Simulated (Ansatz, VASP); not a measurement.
Two plane-wave programs on W3O

File INCAR:

```
ALGO     = Normal         # electronic algorithm
EDIFF    = 1E-6           # SCF threshold, eV
ENCUT    = 520            # plane-wave cutoff, eV
GGA      = PS             # functional
ISIF     = 2              # what is computed and relaxed
ISMEAR   = 0              # smearing method
LASPH    = True           # aspherical terms in the spheres
LCHARG   = False          # write CHGCAR
LREAL    = False          # projectors in reciprocal space
LWAVE    = False          # write WAVECAR
NBANDS   = 58             # bands
NELM     = 60             # most SCF steps
PREC     = Accurate       # precision mode
SIGMA    = 0.15           # smearing width, eV
```

Contents of KPOINTS:

```
k-points
0
Gamma
  8 8 8
```

Contents of POSCAR:

```
W3O
1.0
    4.8313496810     -0.1449404904      0.0000000000
   -0.1449404904      4.8313496810      0.0000000000
    0.0000000000      0.0000000000      4.8313496810
W O
6 2
Direct
    0.5000000000      0.7500000000      0.0000000000
    0.0000000000      0.5000000000      0.7500000000
    0.2500000000      0.0000000000      0.5000000000
    0.5000000000      0.2500000000      0.0000000000
    0.0000000000      0.5000000000      0.2500000000
    0.7500000000      0.0000000000      0.5000000000
    0.5000000000      0.5000000000      0.5000000000
    0.0000000000      0.0000000000      0.0000000000
```

Input for Ansatz:

```yaml
crystal:
  lattice:
    - [4.831349681, -0.1449404904, 0.0]
    - [-0.1449404904, 4.831349681, 0.0]
    - [0.0, 0.0, 4.831349681]
  atoms:
    - { symbol: W, position: [0.5, 0.75, 0.0] }
    - { symbol: W, position: [0.0, 0.5, 0.75] }
    - { symbol: W, position: [0.25, 0.0, 0.5] }
    - { symbol: W, position: [0.5, 0.25, 0.0] }
    - { symbol: W, position: [0.0, 0.5, 0.25] }
    - { symbol: W, position: [0.75, 0.0, 0.5] }
    - { symbol: O, position: [0.5, 0.5, 0.5] }
    - { symbol: O, position: [0.0, 0.0, 0.0] }
basis:
  ecutwfc: 420
kpoints:
  mp_grid: { grid: [8, 8, 8] }
hamiltonian:
  xc: pbesol
scf:
  occupations: { method: gaussian, width: 0.15 }
output:
  forces: true
  stress: true
  eigenvalues: true
```

Change from the starting cell: strain -0.0600 x Voigt [0, 0, 0, 0, 0, 1], atoms carried along.

Alike in both runs: task single point; functional PBEsol; k mesh 8 × 8 × 8; occupations gaussian, width 0.15 eV; no spin polarisation.

|  | VASP | Ansatz |
| --- | --- | --- |
| version | VASP 6.6.1 | Ansatz 0.2.0 |
| potentials or method | VASP PAW PBE potentials, release 64 (W_sv, O), cutoff 520 eV | scalar-relativistic, plane waves, PAW |
| valence electrons in the cell | 96 | 96 |

Ansatz gave:

| Quantity | Value |
| --- | --- |
| gap on the k mesh at the Fermi level (eV) | none |
| pressure (GPa) | 0.3 |
| traceless stress, the component that is largest in VASP (GPa) | 0.66 |
| rms of the force components (eV/Å) | 0.197 |

Q: Estimate VASP's values.

A: gap on the k mesh at the Fermi level (eV): none; pressure (GPa): 1.3; traceless stress, the component that is largest in VASP (GPa): 0.68; rms of the force components (eV/Å): 0.197.

VASP's potentials were made for PBE, not for PBEsol. Atom by atom the forces differ by 0.000 eV/Å (rms over components). A gap of «none» marks a metal or a gap that the smearing closes.

Spin-orbit coupling is off throughout.
